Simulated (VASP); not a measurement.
A run of VASP 6.6.1 is set up as follows.

File INCAR:

```
ALGO = Normal ; EDIFF = 1E-6
ENCUT = 520 ; GGA = PS
ISIF = 2 ; ISMEAR = 0
LASPH = T ; LCHARG = T
LELF = T ; LREAL = Auto
LVHAR = T ; LWAVE = F
NBANDS = 48 ; NELM = 100
PREC = Accurate ; SIGMA = 0.02
```

KPOINTS

```
k-points
0
Gamma
  2 2 2
```

The input POSCAR:

```
Si
1.0
    0.0000000000      5.4300000000      5.4300000000
    5.4300000000      0.0000000000      5.4300000000
    5.4300000000      5.4300000000      0.0000000000
Si
17
Direct
    0.0000069061      0.0001142726      0.0000409761
    0.1246841621      0.1246488029      0.1246734807
    0.0031534070      0.0028526703      0.4970368324
    0.1245608656      0.1244717311      0.6262741252
    0.0030518416      0.4970551565      0.0029538674
    0.1244988029      0.6263719153      0.1244651013
    0.0028774401      0.4968813076      0.4968430018
    0.1312390424      0.6228232044      0.6228650092
    0.4970251381      0.0029056169      0.0031081952
    0.6262280847      0.1245061694      0.1245616022
    0.4969274401      0.0026519337      0.4969440147
    0.6231209945      0.1305206262      0.6231051565
    0.4968638122      0.4969185083      0.0027991713
    0.6229610497      0.6229037753      0.1310072744
    0.4999342541      0.4992373849      0.4997093923
    0.6225674954      0.6224452118      0.6225256906
    0.7499139963      0.7492793738      0.7497057090
```

Potentials or basis: VASP PAW PBE potentials, release 64 (Si).

Launch:

```bash
$ cat potpaw_PBE.64/Si/POTCAR > POTCAR
$ mpirun -np 1 vasp_std > vasp.out
```

Problem. Estimate the pressure.

Solution. 3.5 GPa.

Problem. Predict the band gap on the k mesh.

Solution. Zero (bands 34 and 35 overlap by 0.25 eV).

Problem. What does it give for the largest force?

Solution. 0.019 eV/Å.

Forces in eV/Å, atoms in the order of the input:
```
Si   0.001  0.000  0.001
Si  -0.009 -0.013 -0.010
Si  -0.003 -0.003 -0.016
Si   0.012  0.009 -0.002
Si  -0.004 -0.014 -0.004
Si   0.010 -0.002  0.008
Si   0.011  0.002  0.000
Si  -0.009  0.002  0.001
Si  -0.017 -0.003 -0.003
Si  -0.002  0.010  0.012
Si   0.001  0.012  0.002
Si   0.007 -0.013  0.007
Si   0.000  0.003  0.011
Si   0.002  0.004 -0.010
Si  -0.001 -0.001  0.000
Si   0.004  0.006  0.004
Si  -0.003  0.000 -0.002
```

Caveat: the k points lie up to 0.50 Å⁻¹ apart; the PAW data sets were made with another functional, which shifts forces and pressure a little.
